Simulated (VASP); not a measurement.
# PbS (Galena) (Fm-3m) in VASP: a series of runs, part 2 of 3

VASP 6.6.1. The steps go on from the part before.

## Step 4: Single point, BLYP+D4

This run uses another cell than the first one, of 28.76 Å³/atom, 1.098 times its volume.

Contents of INCAR:

```
PREC = Accurate
ENCUT = 520
EDIFF = 1E-6
ISMEAR = -1
SIGMA = 0.05
LREAL = F
LASPH = T
NELM = 80
ALGO = Normal
ISIF = 2
LWAVE = F
LCHARG = T
GGA = B5
ALDAX = 1.0
AGGAX = 1.0
AGGAC = 1.0
ALDAC = 0.0
IVDW = 13
VDW_S6 = 1.0
VDW_S8 = 2.34076671
VDW_A1 = 0.44488865
VDW_A2 = 4.0933009
LELF = T
LVHAR = T
NBANDS = 17
```

Contents of KPOINTS:

```
regular mesh
0
Gamma
  8 8 8
```

Contents of POSCAR:

```
PbS
1.0
    0.0000000000      3.0638180399      3.0638180399
    3.0638180399      0.0000000000      3.0638180399
    3.0638180399      3.0638180399      0.0000000000
Pb S
1 1
Direct
    0.0000000000      0.0000000000      0.0000000000
    0.5000000000      0.5000000000      0.5000000000
```

Potentials or basis: VASP PAW PBE potentials, release 64 (Pb_d, S).

The run is started by

```console
$ cat potpaw_PBE.64/Pb_d/POTCAR potpaw_PBE.64/S/POTCAR > POTCAR
$ mpirun -np 1 vasp_std > vasp.out
```

OUTCAR:

```text
PREC = Accurate
   ENCUT = 520
   EDIFF = 1E-6
   ISMEAR = -1
   LREAL = F
   LASPH = T
   NELM = 80
   ISIF = 2
   GGA = B5
   IVDW = 13

 ion  position               nearest neighbor table
   1  0.000  0.000  0.000-   2 3.06   2 3.06   2 3.06   2 3.06   2 3.06   2 3.06
   2  0.500  0.500  0.500-   1 3.06   1 3.06   1 3.06   1 3.06   1 3.06   1 3.06

  LATTYP: Found a face centered cubic cell.
 ALAT       =     6.1276360798

  Lattice vectors:

 A1 = (   0.0000000000,   3.0638180399,   3.0638180399)
 A2 = (   3.0638180399,   0.0000000000,   3.0638180399)
 A3 = (   3.0638180399,   3.0638180399,   0.0000000000)

Analysis of symmetry for initial positions (statically):
=====================================================================
 Subroutine PRICEL returns:
 Original cell was already a primitive cell.

 Routine SETGRP: Setting up the symmetry group for a
 face centered cubic supercell.

 Subroutine GETGRP returns: Found 48 space group operations
[... 9 lines left out ...]

 Routine SETGRP: Setting up the symmetry group for a
 face centered cubic supercell.

 Subroutine GETGRP returns: Found 48 space group operations
[... 11 lines left out ...]
                                     Primitive cell

  volume of cell :      57.5200

  direct lattice vectors                    reciprocal lattice vectors
     0.000000000  3.063818040  3.063818040    -0.163195070  0.163195070  0.163195070
     3.063818040  0.000000000  3.063818040     0.163195070 -0.163195070  0.163195070
     3.063818040  3.063818040  0.000000000     0.163195070  0.163195070 -0.163195070

  length of vectors
     4.332893025  4.332893025  4.332893025     0.282662153  0.282662153  0.282662153

  position of ions in fractional coordinates (direct lattice)
     0.000000000  0.000000000  0.000000000
     0.500000000  0.500000000  0.500000000

  ion indices of the primitive-cell ions
   primitive index   ion index
                 1           1
                 2           2

----------------------------------------------------------------------------------------

 KPOINTS: regular mesh

Automatic generation of k-mesh.
 Grid dimensions read from file:
 generate k-points for:    8    8    8

 Generating k-lattice:

  Cartesian coordinates                     Fractional coordinates (reciprocal lattice)
    -0.020399384  0.020399384  0.020399384     0.125000000  0.000000000  0.000000000
     0.020399384 -0.020399384  0.020399384     0.000000000  0.125000000  0.000000000
     0.020399384  0.020399384 -0.020399384     0.000000000  0.000000000  0.125000000

  Length of vectors
     0.035332769  0.035332769  0.035332769

  Shift w.r.t. Gamma in fractional coordinates (k-lattice)
     0.000000000  0.000000000  0.000000000

 Subroutine IBZKPT returns following result:
 ===========================================

 Found     29 irreducible k-points:

 Following reciprocal coordinates:
            Coordinates               Weight
  0.000000  0.000000  0.000000      1.000000
  0.125000  0.000000  0.000000      8.000000
  0.250000  0.000000  0.000000      8.000000
  0.375000  0.000000  0.000000      8.000000
  0.500000  0.000000  0.000000      4.000000
  0.125000  0.125000  0.000000      6.000000
[... 16 lines left out ...]
  0.500000  0.250000  0.125000     48.000000
 -0.375000  0.250000  0.125000     24.000000
 [... further k-points ...]
   k-points           NKPTS =     29   k-points in BZ     NKDIM =     29   number of bands    NBANDS=     17
   number of dos      NEDOS =    301   number of ions     NIONS =      2
   total plane-waves  NPLWV =  32768
   dimension x,y,z NGX =    32 NGY =   32 NGZ =   32
   dimension x,y,z NGXF=    64 NGYF=   64 NGZF=   64
   ions per type =               1   1
   NGX,Y,Z   is equivalent  to a cutoff of  12.28, 12.28, 12.28 a.u.
   NGXF,Y,Z  is equivalent  to a cutoff of  24.56, 24.56, 24.56 a.u.
 SYSTEM =  unknown system
   PREC   = accura    normal or accurate (medium, high low for compatibility)
   ISTART =      0    job   : 0-new  1-cont  2-samecut
   ICHARG =      2    charge: 1-file 2-atom 10-const
   ISPIN  =      1    spin polarized calculation?
   LNONCOLLINEAR =      F non collinear calculations
   LSORBIT =      F    spin-orbit coupling
   LASPH  =      T    aspherical Exc in radial PAW
   ENCUT  =  520.0 eV  38.22 Ry    6.18 a.u.   8.06  8.06  8.06*2*pi/ulx,y,z
   NELM   =     80;   NELMIN=  2; NELMDL= -5     # of ELM steps
   EDIFF  = 0.1E-05   stopping-criterion for ELM
   LREAL  =      F    real-space projection
   EDIFFG = 0.1E-04   stopping-criterion for IOM
   NSW    =      0    number of steps for IOM
   IBRION =     -1    ionic relax: 0-MD 1-quasi-New 2-CG
   NFREE  =      0    steps in history (QN), initial steepest desc. (CG)
   ISIF   =      2    stress and relaxation
   ISYM   =      2    0-nonsym 1-usesym 2-fastsym
   POTIM  = 0.5000    time-step for ionic-motion
   TEBEG  =    0.0;   TEEND  =   0.0 temperature during run
   PSTRESS=    0.0 pullay stress
   NELECT =      20.0000    total number of electrons
   NUPDOWN=      -1.0000    fix difference up-down
   EMIN   =  10.00;   EMAX   =-10.00  energy-range for DOS
   EFERMI =   0.00;   METHOD = LEGACY
   ISMEAR =    -1;   SIGMA  =   0.05  broadening in eV -4-tet -1-fermi 0-gaus
   EFERMI_NEDOS =   21; number of points for ismear=-14 and -15
   IALGO  =     38    algorithm
   IMIX   =      4    mixing-type and parameters
     AMIX     =   0.40;   BMIX     =  1.00
     AMIX_MAG =   1.60;   BMIX_MAG =  1.00
  volume/ion in A,a.u.               =      28.76       194.08
  Fermi-wavevector in a.u.,A,eV,Ry     =   1.151185  2.175425 18.030813  1.325227
  Thomas-Fermi vector in A             =   2.287844
   LORBIT       =      0    0 simple, 1 ext, 2 COOP (PROOUT), +10 PAW based schemes
   GGA     = B5    functional components
   LHFCALC =     F    Hartree Fock is set to
   AEXX    =    0.0000 exact exchange contribution
   IVDW    =    13    specifies the selected vdW correction
   LEPSILON=     F    determine dielectric tensor
   LRPA    =     F    only Hartree local field effects (RPA)
 non-spin polarized calculation
  energy-cutoff  :      520.00
  volume of cell :       57.52
 maximum number of plane-waves:      1572
   NGX = 17   NGY = 17   NGZ = 17

 number of electron      19.9999998 magnetization

 Free energy of the ion-electron system (eV)
  ---------------------------------------------------
  ext. energy  EPLUGINS =         0.00000000
  ---------------------------------------------------
  free energy    TOTEN  =        -7.76032057 eV

  energy without entropy =       -7.76031348  energy(sigma->0) =       -7.76031703

 E-fermi :   5.2994     XC(G=0):  -8.6876

 val. band max:        4.9221931771   @ k =   0.5000   0.0000   0.0000
 cond. band min:       5.6764407431   @ k =   0.5000   0.0000   0.0000
 fundamental gap:      0.7542475660
 Fermi energy:         5.2993979259

 k-point     1 :       0.0000    0.0000    0.0000
  band No.  band energies     occupation
      1     -11.6871      2.00000
      2     -11.6871      2.00000
      3     -11.6871      2.00000
      4     -11.6725      2.00000
      5     -11.6725      2.00000
      6      -7.7426      2.00000
[... 9 lines left out ...]
     16      12.1532      0.00000
     17      14.0478      0.00000

 k-point     2 :       0.1250    0.0000    0.0000
  band No.  band energies     occupation
      1     -11.6865      2.00000
      2     -11.6848      2.00000
      3     -11.6848      2.00000
      4     -11.6732      2.00000
      5     -11.6732      2.00000
      6      -7.6298      2.00000
[... 9 lines left out ...]
     16      12.4727      0.00000
     17      15.0546      0.00000

 k-point     3 :       0.2500    0.0000    0.0000
  band No.  band energies     occupation
      1     -11.6867      2.00000
      2     -11.6867      2.00000
      3     -11.6851      2.00000
      4     -11.6673      2.00000
      5     -11.6673      2.00000
      6      -7.3205      2.00000
[... 392 lines left out ...]
 k-point    23 :       0.5000    0.2500    0.1250
  band No.  band energies     occupation
      1     -11.7103      2.00000
      2     -11.6841      2.00000
      3     -11.6795      2.00000
      4     -11.6632      2.00000
      5     -11.6556      2.00000
      6      -6.7333      2.00000
[... 9 lines left out ...]
     16      15.3579      0.00000
     17      16.2768      0.00000

 k-point    24 :      -0.3750    0.2500    0.1250
  band No.  band energies     occupation
      1     -11.7137      2.00000
      2     -11.6845      2.00000
      3     -11.6743      2.00000
      4     -11.6665      2.00000
      5     -11.6528      2.00000
      6      -6.5701      2.00000
[... 9 lines left out ...]
     16      16.0527      0.00000
     17      16.2454      0.00000

 [... further k-points ...]

------------------------ aborting loop because EDIFF is reached ----------------------------------------

  DFT-D4 for vdW energy calculation

  Edisp (eV):   -1.39120

  FORCE on cell =-STRESS in cart. coord.  units (eV):
  Direction    XX          YY          ZZ          XY          YZ          ZX
  --------------------------------------------------------------------------------------
  -------------------------------------------------------------------------------------
  Total       0.00307     0.00307     0.00307     0.00000    -0.00000    -0.00000
  in kB       0.08563     0.08563     0.08563     0.00000    -0.00000    -0.00000
  external pressure =        0.09 kB  Pullay stress =        0.00 kB

 VOLUME and BASIS-vectors are now :
 -----------------------------------------------------------------------------
  energy-cutoff  :      520.00
  volume of cell :       57.52
      direct lattice vectors                 reciprocal lattice vectors
     0.000000000  3.063818040  3.063818040    -0.163195070  0.163195070  0.163195070
     3.063818040  0.000000000  3.063818040     0.163195070 -0.163195070  0.163195070
     3.063818040  3.063818040  0.000000000     0.163195070  0.163195070 -0.163195070

 POSITION                                       TOTAL-FORCE (eV/Angst)
 -----------------------------------------------------------------------------------
      0.00000      0.00000      0.00000        -0.000000      0.000000      0.000000
      3.06382      3.06382      3.06382         0.000000     -0.000000     -0.000000
 -----------------------------------------------------------------------------------
    total drift:                                0.000000     -0.000000     -0.000000

  FREE ENERGIE OF THE ION-ELECTRON SYSTEM (eV)
  ---------------------------------------------------
  free  energy   TOTEN  =        -9.1515219040 eV

  energy  without entropy=       -9.1515148073  energy(sigma->0) =       -9.15151836
```

OSZICAR:

```text
N       E                     dE             d eps       ncg     rms          rms(c)
DAV:   1     0.165572929721E+03    0.16557E+03   -0.95577E+03   986   0.121E+03
DAV:   2     0.460112658906E+01   -0.16097E+03   -0.15438E+03  1048   0.314E+02
DAV:   3    -0.818375306732E+01   -0.12785E+02   -0.12715E+02  1297   0.934E+01
DAV:   4    -0.852856621912E+01   -0.34481E+00   -0.34450E+00  1224   0.172E+01
DAV:   5    -0.854195814085E+01   -0.13392E-01   -0.13391E-01  1528   0.323E+00    0.408E+00
DAV:   6    -0.774840590944E+01    0.79355E+00   -0.25353E+00  1482   0.110E+01    0.272E+00
DAV:   7    -0.775687704064E+01   -0.84711E-02   -0.19082E-01  1136   0.218E+00    0.188E+00
DAV:   8    -0.776198772274E+01   -0.51107E-02   -0.27788E-02  1118   0.143E+00    0.725E-01
DAV:   9    -0.776010419595E+01    0.18835E-02   -0.58497E-03  1372   0.527E-01    0.214E-01
DAV:  10    -0.776032624596E+01   -0.22205E-03   -0.70392E-04  1117   0.128E-01    0.146E-01
DAV:  11    -0.776032033520E+01    0.59108E-05   -0.29432E-05  1376   0.405E-02    0.197E-02
DAV:  12    -0.776032057394E+01   -0.23874E-06   -0.83613E-07  1075   0.600E-03
   1 F= -.91515219E+01 E0= -.91515184E+01  d E =-.709668E-05
```

stdout:

```text
POSCAR found type information on POSCAR PbS
 POSCAR found :  2 types and       2 ions
 scaLAPACK will be used
 -----------------------------------------------------------------------------
|                                                                             |
|                                                                             |
|     You enforced a specific xc type in the INCAR file but a different       |
|     I HOPE YOU KNOW WHAT YOU ARE DOING!                                     |
|                                                                             |
 -----------------------------------------------------------------------------

 LDA part: xc-table for (Slater(with rela. corr.)+VWN5), standard interpolation
 POSCAR, INCAR and KPOINTS ok, starting setup
 FFT: planning ... GRIDC
 FFT: planning ... GRID_SOFT
 FFT: planning ... GRID
 WAVECAR not read
 entering main loop
```

It used 27 s of CPU time on 1 thread of Intel Xeon 6975P-C, on a shared host.

What came out:

```
Free energy                : -9.1515 eV
Pressure                   : 0.0 GPa
Band gap on the k mesh     : 0.75 eV, direct
Dispersion energy per atom : -0.696 eV
```

Caveat: the PAW data sets were made with another functional, which shifts forces and pressure a little; spin-orbit coupling is left out, which moves the levels of the heavy elements. A k mesh can miss the band edges.

(Continued in part 3 of 3.)
